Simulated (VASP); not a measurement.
Input of a VASP 6.6.1 run:

INCAR

```
PREC     = Accurate       # precision mode
ENCUT    = 520            # plane-wave cutoff, eV
EDIFF    = 1E-7           # SCF threshold, eV
ISMEAR   = 0              # smearing method
SIGMA    = 0.05           # smearing width, eV
LREAL    = False          # projectors in reciprocal space
LASPH    = True           # aspherical terms in the spheres
NELM     = 150            # most SCF steps
ALGO     = Normal         # electronic algorithm
ISIF     = 2              # what is computed and relaxed
LWAVE    = False          # write WAVECAR
LCHARG   = False          # write CHGCAR
MAGMOM   = 3 0 0 0 0 0    # initial moments
LORBIT   = 11             # projections on sites
LSORBIT  = True           # spin-orbit coupling
GGA_COMPAT= False        
LORBMOM  = True         
LMAXMIX  = 4              # l up to which the mixer works
LDAU     = True           # DFT+U
LDAUTYPE = 2            
LDAUL    = 2 -1           # shell
LDAUU    = 4 0            # U, eV
LDAUJ    = 0 0          
LDAUPRINT= 1            
NBANDS   = 27             # bands
```

KPOINTS

```
regular mesh
0
Gamma
  8 8 8
```

Contents of POSCAR:

```
CoO
1.0
    0.0000000000      2.1315016600      2.1315016600
    2.1315016600      0.0000000000      2.1315016600
    2.1315016600      2.1315016600      0.0000000000
Co O
1 1
Direct
    0.0000000000      0.0000000000      0.0000000000
    0.5000000000      0.5000000000      0.5000000000
```

Potentials or basis: VASP PAW LDA potentials, release 64 (Co, O).

Launch:

```console
$ cat potpaw_LDA.64/Co/POTCAR potpaw_LDA.64/O/POTCAR > POTCAR
$ mpirun -np 1 vasp_ncl > vasp.out
```

**Question.** What does it give for the pressure?

**Answer.** -13.6 GPa.

**Question.** Predict the net moment.

**Answer.** 2.99 μB per cell.

Moments on the atoms (μB; x, y, z):
```
Co  2.71 0.00 0.00
O   0.23 0.00 0.00
```

Caveat: a cell with one magnetic atom can't hold antiferromagnetic order, which such compounds often take. The state reached can hang on the start; a lower one may exist.
